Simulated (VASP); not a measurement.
A run of VASP 6.6.1 is set up as follows.

INCAR

```
PREC = Accurate
ENCUT = 520
EDIFF = 1E-7
ISMEAR = 1
SIGMA = 0.1
LREAL = F
LASPH = T
NELM = 60
ALGO = Normal
ISIF = 2
LWAVE = F
LCHARG = F
GGA = B5
ALDAX = 1.0
AGGAX = 1.0
AGGAC = 1.0
ALDAC = 0.0
IVDW = 12
VDW_S6 = 1.0
VDW_S8 = 2.6996
VDW_A1 = 0.4298
VDW_A2 = 4.2359
NBANDS = 11
```

File KPOINTS:

```
regular mesh
0
Gamma
  9 9 9
```

The input POSCAR:

```
Ca
1.0
   -2.2052049036      2.2052049036      2.1961148100
    2.2052049036     -2.2052049036      2.1961148100
    2.2052049036      2.2052049036     -2.1961148100
Ca
1
Direct
    0.5000000000      0.5000000000      0.0000000000
```

Potentials or basis: VASP PAW PBE potentials, release 64 (Ca_sv).

Launch:

```bash
$ cat potpaw_PBE.64/Ca_sv/POTCAR > POTCAR
$ mpirun -np 1 vasp_std > vasp.out
```

Question: What does it give for the dispersion energy per atom?

Answer: -0.559 eV.

Question: Predict the band gap on the k mesh.

Answer: Zero (band 5 reaches 2.58 eV, above the bottom of band 6 at 2.42 eV).

Question: Predict the pressure.

Answer: -2.1 GPa.

Caveat: the PAW data sets were made with another functional, which shifts forces and pressure a little; pairwise dispersion overbinds metals, which lowers pressure and volume.
